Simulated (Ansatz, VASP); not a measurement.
**Ta in VASP and in Ansatz**

```
Ta
1.0
    -1.61757    1.61757    1.61757
     1.61757   -1.61757    1.61757
     1.61757    1.61757   -1.61757
Ta
1
Direct
  0.00000 0.00000 0.00000
```

Alike in both runs: task single point; functional r2SCAN50; k mesh 6 × 6 × 6; occupations fermi-dirac, width 0.05 eV; no spin polarisation.

|  | VASP | Ansatz |
| --- | --- | --- |
| version | VASP 6.6.1 | Ansatz 0.2.0 |
| potentials or method | VASP PAW PBE potentials, release 64 (Ta_pv) | Ansatz PAW |
| plane-wave cutoff (eV) | 520 | 500 |
| valence electrons in the cell | 11 | 13 |

VASP gave:

| Property | Result |
| --- | --- |
| gap on the k mesh at the Fermi level (eV) | none |
| pressure (GPa) | 15.8 |

Question: Which values does Ansatz return?

Answer: gap on the k mesh at the Fermi level (eV): none; pressure (GPa): 18.7.

VASP's potentials were made for PBE, not for r2SCAN50. A gap of «none» marks a metal or a gap that the smearing closes. The functional is the same, so the differences come from potentials, cutoffs and numerics. VASP's potentials hold 11 valence electrons a cell and Ansatz's 13, so a difference there can come from the potentials and not from the codes.

The k mesh is coarse, so the values compare programs but aren't converged. Neither program's run includes spin-orbit coupling.
